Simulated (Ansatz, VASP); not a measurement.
# MgS: VASP beside Ansatz

File INCAR:

```
  PREC = Accurate
  ENCUT = 600
  EDIFF = 1E-6
  ISMEAR = 0
  SIGMA = 0.02
  LREAL = False
  LASPH = True
  NELM = 120
  ALGO = Normal
  ISIF = 2
  LWAVE = False
  LCHARG = False
  GGA = PS
  NBANDS = 11
  GGA_COMPAT = False
```

KPOINTS

```
Automatic mesh
0
Gamma
  8 8 8
```

File POSCAR:

```
MgS
1.0
    0.0000000000      2.8257734866      2.8257734866
    2.8257734866      0.0000000000      2.8257734866
    2.8257734866      2.8257734866      0.0000000000
Mg S
1 1
Direct
    0.0000000000      0.0000000000      0.0000000000
    0.2500000000      0.2500000000      0.2500000000
```

Input for Ansatz:

```yaml
crystal:
  lattice:
    - [0.0, 2.8257734866, 2.8257734866]
    - [2.8257734866, 0.0, 2.8257734866]
    - [2.8257734866, 2.8257734866, 0.0]
  atoms:
    - { symbol: Mg, position: [0.0, 0.0, 0.0] }
    - { symbol: S, position: [0.25, 0.25, 0.25] }
basis:
  ecutwfc: 420
kpoints:
  mp_grid: { grid: [8, 8, 8] }
  band_path:
    path:
      - [[0.0, 0.0, 0.0], [-0.5, -0.5, 0.0], [-0.375, -0.375, 0.25]]
      - [[-0.375, 0.0, 0.375], [0.0, 0.0, 0.0], [0.0, 0.0, 0.5], [-0.5, -0.25, 0.25], [-0.5, -0.5, 0.0]]
    npoints: 10
hamiltonian:
  xc: pbesol
  pseudopotentials: { kind: paw, azcp: { folder: soft_1 } }
scf:
  occupations: { method: gaussian, width: 0.02 }
  n_extra_bands: 7
output:
  forces: true
  stress: true
  eigenvalues: true
```

Alike in both runs: task single point; functional PBEsol; k mesh 8 × 8 × 8; occupations gaussian, width 0.02 eV; no spin polarisation.

|  | VASP | Ansatz |
| --- | --- | --- |
| version | VASP 6.6.1 | Ansatz 0.2.0 |
| potentials or method | VASP PAW PBE potentials, release 64 (Mg, S), cutoff 600 eV | scalar-relativistic, plane waves, PAW |
| valence electrons in the cell | 8 | 16 |

```tsv
	VASP	Ansatz	Ansatz less VASP
gap on the k mesh at the Fermi level (eV)	3.32	3.32	-0.002
least direct gap on the mesh (eV)	3.32	3.32	-0.002
pressure (GPa)	-0.1	0.0	+0.07
```

VASP's potentials were made for PBE, not for PBEsol, and Ansatz warns of the same on its side. VASP's potentials hold 8 valence electrons a cell and Ansatz's 16, so a difference there can come from the potentials and not from the codes.
